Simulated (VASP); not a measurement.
Write the native input for VASP 6.6.1 that does the following.

```yaml
Task: relaxation of cell and atoms
Functional: PBE
Potentials_or_basis: VASP PAW PBE potentials, release 64 (Mg, Cd, Te)
Cutoff: 600 eV
k_mesh: 6 × 6 × 8
Occupations: gaussian, width 0.1 eV
Spin: no spin polarisation
Dipole_correction: no
Further_INCAR_settings: ALGO = Normal; EDIFF = 1e-07; IBRION = 2; EDIFFG = -0.01; NSW = 100; ISIF = 3
```

The structure of MgCd2Te3 lies in POSCAR:

```
MgCd2Te3
1.0
    6.3658089300      0.0000000000      0.0000000000
   -3.1829044600      5.5129522500      0.0000000000
    0.0000000000      0.0000000000      5.2453566900
Mg Cd Te
1 2 3
Direct
    0.0000000000      0.0000000000      0.0000000000
    0.3333333300      0.6666666700      0.0000000000
    0.6666666700      0.3333333300      0.0000000000
    0.5000000000      0.0000000000      0.5000000000
    0.0000000000      0.5000000000      0.5000000000
    0.5000000000      0.5000000000      0.5000000000
```

The cell was built from a structure type or drawn by symmetry, and may not be a known phase.

These files were run (other wordings do the same):

INCAR

```
PREC     = Accurate       # precision mode
ENCUT    = 600            # plane-wave cutoff, eV
EDIFF    = 1E-7           # SCF threshold, eV
ISMEAR   = 0              # smearing method
SIGMA    = 0.1            # smearing width, eV
LREAL    = False          # projectors in reciprocal space
LASPH    = True           # aspherical terms in the spheres
NELM     = 60             # most SCF steps
ALGO     = Normal         # electronic algorithm
ISIF     = 3              # what is computed and relaxed
LWAVE    = False          # write WAVECAR
LCHARG   = False          # write CHGCAR
GGA      = PE             # functional
IBRION   = 2              # ionic algorithm
NSW      = 100            # ionic steps
EDIFFG   = -0.01          # ionic threshold
```

KPOINTS

```
Automatic mesh
0
Gamma
  6 6 8
```

Potentials or basis: VASP PAW PBE potentials, release 64 (Mg, Cd, Te).

Launch:

```bash
$ cat potpaw_PBE.64/Mg/POTCAR potpaw_PBE.64/Cd/POTCAR potpaw_PBE.64/Te/POTCAR > POTCAR
$ mpirun -np 1 vasp_std > vasp.out
```

It gave:

* Relaxed volume: 31.99 Å³/atom
* Relaxed cell: a = 6.668 Å, b = 6.668 Å, c = 4.985 Å, α = 90.00°, β = 90.00°, γ = 120.00°
* Space group after relaxing (to 0.1 Å): P6/mmm (No. 191)
* Energy gained by relaxing: 23.5 meV/atom
* Ionic steps: 8
* Pressure after relaxing: 0.0 GPa
* Band gap on the k mesh: zero (bands 22 and 23 overlap by 1.66 eV)

Caveat: spin-orbit coupling is left out, which moves the levels of the heavy elements.

Wall time 11 min on 1 thread of Intel(R) Xeon(R) 6975P-C (Granite Rapids) (shared host), peak memory 0.51 GiB.
